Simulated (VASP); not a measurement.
# Sn (Fd-3m) in VASP: relaxation of cell and atoms with PBEsol+D4

Aim: the relaxation of cell and atoms of Sn with PBEsol+D4.

All numbers are computed with VASP 6.6.1; they aren't measurements. Logs are shortened: lines on timing, memory, paths and dates and some standing lists are left out, and cuts for length are marked.

## Step 1: The cell of the first run

Symmetry: Fd-3m, No. 227, cubic system. The conventional cell has a = 6.541 Å, b = 6.541 Å, c = 6.541 Å, α = 90.00°, β = 90.00°, γ = 90.00°. Within 3.7 Å of Sn (site symmetry -43m) lie 4 Sn at 2.83 Å.

This isn't the form of Sn at room conditions, which is tetragonal (white tin).

## Step 2: Relaxation of cell and atoms, PBEsol+D4, target pressure 5 GPa, at which the enthalpy is minimised

Contents of INCAR:

```
SYSTEM = Sn
  ALGO = Normal
  EDIFF = 1E-7
  EDIFFG = -0.002
  ENCUT = 500
  GGA = PS
  GGA_COMPAT = .FALSE.
  IBRION = 2
  ISIF = 3
  ISMEAR = -1
  IVDW = 13
  LASPH = .TRUE.
  LCHARG = .FALSE.
  LREAL = .FALSE.
  LWAVE = .FALSE.
  NELM = 120
  NELMIN = 4
  NSW = 100
  PREC = Accurate
  PSTRESS = 50.0
  SIGMA = 0.1
```

Contents of KPOINTS:

```
k-points
0
G
  14 14 14
  0 0 0
```

Contents of POSCAR:

```
Sn
1.0
    0.0000000000      3.2703894509      3.2703894509
    3.2703894509      0.0000000000      3.2703894509
    3.2703894509      3.2703894509      0.0000000000
Sn
2
Direct
    0.5000000000      0.5000000000      0.5000000000
    0.7500000000      0.7500000000      0.7500000000
```

Potentials or basis: VASP PAW PBE potentials, release 64 (Sn_d).

Run with:

```console
$ cat potpaw_PBE.64/Sn_d/POTCAR > POTCAR
$ mpirun -np 1 vasp_std > vasp.out
```

OUTCAR:

```text
SYSTEM = Sn
   EDIFF = 1E-7
   EDIFFG = -0.002
   ENCUT = 500
   GGA = PS
   IBRION = 2
   ISIF = 3
   ISMEAR = -1
   IVDW = 13
   LASPH = .TRUE.
   LREAL = .FALSE.
   NELM = 120
   NELMIN = 4
   NSW = 100
   PREC = Accurate
   PSTRESS = 50.0

 ion  position               nearest neighbor table
   1  0.500  0.500  0.500-   2 2.83   2 2.83   2 2.83   2 2.83
   2  0.750  0.750  0.750-   1 2.83   1 2.83   1 2.83   1 2.83

  LATTYP: Found a face centered cubic cell.
 ALAT       =     6.5407789018

  Lattice vectors:

 A1 = (   0.0000000000,   3.2703894509,   3.2703894509)
 A2 = (   3.2703894509,   0.0000000000,   3.2703894509)
 A3 = (   3.2703894509,   3.2703894509,   0.0000000000)

Analysis of symmetry for initial positions (statically):
=====================================================================
 Subroutine PRICEL returns:
 Original cell was already a primitive cell.

 Routine SETGRP: Setting up the symmetry group for a
 face centered cubic supercell.

 Subroutine GETGRP returns: Found 48 space group operations
 (whereof 24 operations were pure point group operations)
 out of a pool of 48 trial point group operations.

The static configuration has the point symmetry T_d .
 The point group associated with its full space group is O_h .

Analysis of symmetry for dynamics (positions and initial velocities):
=====================================================================
 Subroutine PRICEL returns:
 Original cell was already a primitive cell.

 Routine SETGRP: Setting up the symmetry group for a
 face centered cubic supercell.

 Subroutine GETGRP returns: Found 48 space group operations
 (whereof 24 operations were pure point group operations)
 out of a pool of 48 trial point group operations.

The dynamic configuration has the point symmetry T_d .
 The point group associated with its full space group is O_h .

 Subroutine INISYM returns: Found 48 space group operations
 (whereof 24 operations are pure point group operations),
 and found     1 'primitive' translations

----------------------------------------------------------------------------------------

                                     Primitive cell

  volume of cell :      69.9566

  direct lattice vectors                    reciprocal lattice vectors
     0.000000000  3.270389451  3.270389451    -0.152886990  0.152886990  0.152886990
     3.270389451  0.000000000  3.270389451     0.152886990 -0.152886990  0.152886990
     3.270389451  3.270389451  0.000000000     0.152886990  0.152886990 -0.152886990

  length of vectors
     4.625029116  4.625029116  4.625029116     0.264808035  0.264808035  0.264808035

  position of ions in fractional coordinates (direct lattice)
     0.500000000  0.500000000  0.500000000
     0.750000000  0.750000000  0.750000000

  ion indices of the primitive-cell ions
   primitive index   ion index
                 1           1
                 2           2

----------------------------------------------------------------------------------------

 KPOINTS: k-points

Automatic generation of k-mesh.
 Grid dimensions read from file:
 generate k-points for:   14   14   14

 Generating k-lattice:

  Cartesian coordinates                     Fractional coordinates (reciprocal lattice)
    -0.010920499  0.010920499  0.010920499     0.071428571  0.000000000  0.000000000
     0.010920499 -0.010920499  0.010920499     0.000000000  0.071428571  0.000000000
     0.010920499  0.010920499 -0.010920499     0.000000000  0.000000000  0.071428571

  Length of vectors
     0.018914860  0.018914860  0.018914860

  Shift w.r.t. Gamma in fractional coordinates (k-lattice)
     0.000000000  0.000000000  0.000000000

 Subroutine IBZKPT returns following result:
 ===========================================

 Found    104 irreducible k-points:

 Following reciprocal coordinates:
            Coordinates               Weight
  0.000000  0.000000  0.000000      1.000000
  0.071429  0.000000  0.000000      8.000000
  0.142857  0.000000  0.000000      8.000000
  0.214286  0.000000  0.000000      8.000000
  0.285714  0.000000  0.000000      8.000000
  0.357143  0.000000  0.000000      8.000000
[... 16 lines left out ...]
  0.214286  0.142857  0.000000     24.000000
  0.285714  0.142857  0.000000     24.000000
 [... further k-points ...]
   k-points           NKPTS =    104   k-points in BZ     NKDIM =    104   number of bands    NBANDS=     18
   number of dos      NEDOS =    301   number of ions     NIONS =      2
   total plane-waves  NPLWV =  46656
   dimension x,y,z NGX =    36 NGY =   36 NGZ =   36
   dimension x,y,z NGXF=    72 NGYF=   72 NGZF=   72
   ions per type =               2
   NGX,Y,Z   is equivalent  to a cutoff of  12.94, 12.94, 12.94 a.u.
   NGXF,Y,Z  is equivalent  to a cutoff of  25.88, 25.88, 25.88 a.u.
 SYSTEM =  Sn
   PREC   = accura    normal or accurate (medium, high low for compatibility)
   ISTART =      0    job   : 0-new  1-cont  2-samecut
   ICHARG =      2    charge: 1-file 2-atom 10-const
   ISPIN  =      1    spin polarized calculation?
   LNONCOLLINEAR =      F non collinear calculations
   LSORBIT =      F    spin-orbit coupling
   LASPH  =      T    aspherical Exc in radial PAW
   ENCUT  =  500.0 eV  36.75 Ry    6.06 a.u.   8.43  8.43  8.43*2*pi/ulx,y,z
   NELM   =    120;   NELMIN=  4; NELMDL= -5     # of ELM steps
   EDIFF  = 0.1E-06   stopping-criterion for ELM
   LREAL  =      F    real-space projection
   EDIFFG = -.2E-02   stopping-criterion for IOM
   NSW    =    100    number of steps for IOM
   IBRION =      2    ionic relax: 0-MD 1-quasi-New 2-CG
   NFREE  =      1    steps in history (QN), initial steepest desc. (CG)
   ISIF   =      3    stress and relaxation
   ISYM   =      2    0-nonsym 1-usesym 2-fastsym
   POTIM  = 0.5000    time-step for ionic-motion
   TEBEG  =    0.0;   TEEND  =   0.0 temperature during run
   PSTRESS=   50.0 pullay stress
   NELECT =      28.0000    total number of electrons
   NUPDOWN=      -1.0000    fix difference up-down
   EMIN   =  10.00;   EMAX   =-10.00  energy-range for DOS
   EFERMI =   0.00;   METHOD = LEGACY
   ISMEAR =    -1;   SIGMA  =   0.10  broadening in eV -4-tet -1-fermi 0-gaus
   EFERMI_NEDOS =   21; number of points for ismear=-14 and -15
   IALGO  =     38    algorithm
   IMIX   =      4    mixing-type and parameters
     AMIX     =   0.40;   BMIX     =  1.00
     AMIX_MAG =   1.60;   BMIX_MAG =  1.00
  volume/ion in A,a.u.               =      34.98       236.05
  Fermi-wavevector in a.u.,A,eV,Ry     =   1.206474  2.279906 19.804368  1.455580
  Thomas-Fermi vector in A             =   2.342140
   LORBIT       =      0    0 simple, 1 ext, 2 COOP (PROOUT), +10 PAW based schemes
   GGA     = PS    functional components
   LHFCALC =     F    Hartree Fock is set to
   AEXX    =    0.0000 exact exchange contribution
   IVDW    =    13    specifies the selected vdW correction
   LEPSILON=     F    determine dielectric tensor
   LRPA    =     F    only Hartree local field effects (RPA)
 conjugate gradient relaxation of ions
 non-spin polarized calculation
  energy-cutoff  :      500.00
  volume of cell :       69.96
 maximum number of plane-waves:      1808
 NGX is ok and might be reduce to    36
   NGX = 17   NGY = 17   NGZ = 17

--------------------------------------- Ionic step        1  -------------------------------------------

 number of electron      27.9999986 magnetization

 Free energy of the ion-electron system (eV)
  ---------------------------------------------------
  ext. energy  EPLUGINS =         0.00000000
  ---------------------------------------------------
  free energy    TOTEN  =        -8.46829295 eV

  energy without entropy =       -8.46315350  energy(sigma->0) =       -8.46572322

------------------------ aborting loop because EDIFF is reached ----------------------------------------

  DFT-D4 for vdW energy calculation

  Edisp (eV):   -0.39007

  FORCE on cell =-STRESS in cart. coord.  units (eV):
  Direction    XX          YY          ZZ          XY          YZ          ZX
  --------------------------------------------------------------------------------------
  -------------------------------------------------------------------------------------
  Total      -0.39171    -0.39171    -0.39171     0.00000     0.00000     0.00000
  in kB      -8.97119    -8.97119    -8.97119     0.00000     0.00000     0.00000
  external pressure =      -58.97 kB  Pullay stress =       50.00 kB
[... 191 lines left out ...]
  enthalpy is  TOTEN    =        -6.8264001925 eV   P V=        1.9533008450

--------------------------------------- Ionic step        6  -------------------------------------------

 number of electron      27.9999997 magnetization

 Free energy of the ion-electron system (eV)
  ---------------------------------------------------
  ext. energy  EPLUGINS =         0.00000000
  ---------------------------------------------------
  free energy    TOTEN  =        -8.34470297 eV

  energy without entropy =       -8.34151509  energy(sigma->0) =       -8.34310903

 E-fermi :   6.5787     XC(G=0):  -9.4609

 val. band max:        6.5616799787   @ k =   0.0000   0.0000   0.0000
 cond. band min:       6.5983720971   @ k =   0.5000   0.0000   0.0000
 fundamental gap:      0.0366921184
 Fermi energy:         6.5786905607

 k-point     1 :       0.0000    0.0000    0.0000
  band No.  band energies     occupation
      1     -15.3310      2.00000
      2     -15.3310      2.00000
      3     -15.3310      2.00000
      4     -15.2572      2.00000
      5     -15.2572      2.00000
      6     -14.8642      2.00000
[... 10 lines left out ...]
     17       8.6280      0.00000
     18       8.6280      0.00000
[... 466 lines left out ...]
      2     -15.3619      2.00000
      3     -15.3193      2.00000
      4     -15.2055      2.00000
      5     -15.1639      2.00000
      6     -14.9863      2.00000
[... 10 lines left out ...]
     17      10.6513      0.00000
     18      10.7367      0.00000

 [... further k-points ...]

------------------------ aborting loop because EDIFF is reached ----------------------------------------

  DFT-D4 for vdW energy calculation

  Edisp (eV):   -0.43320

  FORCE on cell =-STRESS in cart. coord.  units (eV):
  Direction    XX          YY          ZZ          XY          YZ          ZX
  --------------------------------------------------------------------------------------
  -------------------------------------------------------------------------------------
  Total       1.95307     1.95307     1.95307     0.00000     0.00000     0.00000
  in kB      50.04057    50.04057    50.04057     0.00000     0.00000     0.00000
  external pressure =        0.04 kB  Pullay stress =       50.00 kB
[... 17 lines left out ...]
  FREE ENERGIE OF THE ION-ELECTRON SYSTEM (eV)
  ---------------------------------------------------
  free  energy   TOTEN  =        -8.7779011792 eV

  energy  without entropy=       -8.7747133009  energy(sigma->0) =       -8.77630724

  enthalpy is  TOTEN    =        -6.8264114743 eV   P V=        1.9514897049

 reached required accuracy - stopping structural energy minimisation
```

Wall time 12 min (1 thread of Oxide Virtual Turin-like, shared host); peak memory 0.25 GiB.

Results:

```yaml
Free_energy: -8.7779 eV
Relaxed_volume: 31.27 Å³/atom
Relaxed_cell: a = 4.455 Å, b = 4.455 Å, c = 4.455 Å, α = 60.00°, β = 60.00°, γ = 60.00°
Space_group_after_relaxing_to_0.1_Å: Fd-3m (No. 227)
Energy_change_on_relaxing_the_run_minimises_the_enthalpy: +40.2 meV/atom
Ionic_steps: 6
Pressure_after_relaxing: 5.0 GPa
Band_gap_on_the_k_mesh: zero (filled and empty bands touch)
Dispersion_energy_per_atom: -0.217 eV
```

The path:
```csv
step,energy change (eV),largest force (eV/Å),pressure (GPa),volume (Å³)
1,0.0000,0.0000,-0.90,69.96
2,0.3208,0.0000,11.44,57.71
3,0.0786,0.0000,4.94,62.59
4,0.0830,0.0000,5.09,62.45
5,0.0787,0.0000,4.94,62.59
6,0.0805,0.0000,5.00,62.53
```

Final structure:
```xyz
2
Lattice="0.0000 3.1504 3.1504 3.1504 0.0000 3.1504 3.1504 3.1504 0.0000" Properties=species:S:1:pos:R:3 pbc="T T T"
Sn    3.1504    3.1504    3.1504
Sn    4.7255    4.7255    4.7255
```

Caveat: the cell is relaxed towards a set pressure, so the run minimises the enthalpy, not the energy; the PAW data sets were made with another functional, which shifts forces and pressure a little; spin-orbit coupling is left out, which moves the levels of the heavy elements.

The gap in the log of VASP goes by the Fermi energy; the results here count the filled bands.